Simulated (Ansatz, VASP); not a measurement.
One calculation of AlCo3, two programs

File INCAR:

```
ALGO = Normal
EDIFF = 1E-6
ENCUT = 520
GGA = PS
ISIF = 2
ISMEAR = 0
LASPH = True
LCHARG = True
LELF = True
LREAL = False
LVHAR = True
LWAVE = False
NBANDS = 23
NELM = 100
PREC = Accurate
SIGMA = 0.1
```

File KPOINTS:

```
k-points
0
Gamma
  12 12 12
```

POSCAR

```
AlCo3
1.0
    3.3996630848      0.0000000000      0.0000000000
    0.0000000000      3.3996630848      0.0000000000
    0.0000000000      0.0000000000      3.3996630848
Al Co
1 3
Direct
    0.0000000000      0.0000000000      0.0000000000
    0.5000000000      0.5000000000      0.0000000000
    0.5000000000      0.0000000000      0.5000000000
    0.0000000000      0.5000000000      0.5000000000
```

Input for Ansatz:

```yaml
crystal:
  lattice:
    - [3.3996630848, 0.0, 0.0]
    - [0.0, 3.3996630848, 0.0]
    - [0.0, 0.0, 3.3996630848]
  atoms:
    - { symbol: Al, position: [0.0, 0.0, 0.0] }
    - { symbol: Co, position: [0.5, 0.5, 0.0] }
    - { symbol: Co, position: [0.5, 0.0, 0.5] }
    - { symbol: Co, position: [0.0, 0.5, 0.5] }
basis:
  ecutwfc: 420
kpoints:
  mp_grid: { grid: [12, 12, 12] }
hamiltonian:
  xc: pbesol
scf:
  occupations: { method: gaussian, width: 0.1 }
  lower_state_search: "off"
output:
  forces: true
  stress: true
  eigenvalues: true
```

Alike in both runs: task single point; functional PBEsol; k mesh 12 × 12 × 12; occupations gaussian, width 0.1 eV; no spin polarisation.

|  | VASP | Ansatz |
| --- | --- | --- |
| version | VASP 6.6.1 | Ansatz 0.2.0 |
| potentials or method | VASP PAW PBE potentials, release 64 (Al, Co), cutoff 520 eV | scalar-relativistic, plane waves, PAW |
| valence electrons in the cell | 30 | 54 |

VASP gave:

```
gap on the k mesh at the Fermi level (eV) : none
pressure (GPa)                            : 21.6
```

**Question.** Which values does Ansatz return?

**Answer.** gap on the k mesh at the Fermi level (eV): none; pressure (GPa): 22.2.

VASP's potentials were made for PBE, not for PBEsol. A gap of «none» marks a metal or a gap that the smearing closes. With one functional, cell and mesh, what is left measures potentials, basis and numerics. VASP's potentials hold 30 valence electrons a cell and Ansatz's 54, so a difference there can come from the potentials and not from the codes.
